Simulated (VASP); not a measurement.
A run of VASP 6.6.1:

File INCAR:

```
  ALGO = Normal
  EDIFF = 1E-6
  ENCUT = 570
  GGA_COMPAT = False
  ISIF = 2
  ISMEAR = -1
  LASPH = True
  LCHARG = False
  LREAL = False
  LWAVE = False
  NBANDS = 25
  NELM = 120
  PREC = Accurate
  SIGMA = 0.08
```

The input KPOINTS:

```
k-points
0
Gamma
  16 16 9
```

The input POSCAR:

```
Pt
1.0
    2.4045094753      0.0000000000      0.0000000000
   -1.2022547376      2.0823662892      0.0000000000
    0.0000000000      0.0000000000      4.0361397156
Pt
2
Direct
    0.3333333333      0.6666666667      0.2500000000
    0.6666666667      0.3333333333      0.7500000000
```

Potentials or basis: VASP PAW LDA potentials, release 64 (Pt_sv_GW).

The run is started by

```sh
$ cat potpaw_LDA.64/Pt_sv_GW/POTCAR > POTCAR
$ mpirun -np 1 vasp_std > vasp.out
```

Hardware: 1 thread of AMD EPYC 9R45 96-Core Processor (Zen 5), on a shared host.

Question: Estimate the wall time of this run.

Answer: Run time: 34 s on 1 thread of AMD EPYC 9R45 96-Core Processor (Zen 5), on a shared host, peak memory 0.16 GiB. Counts: scf iterations 12, k points 150.
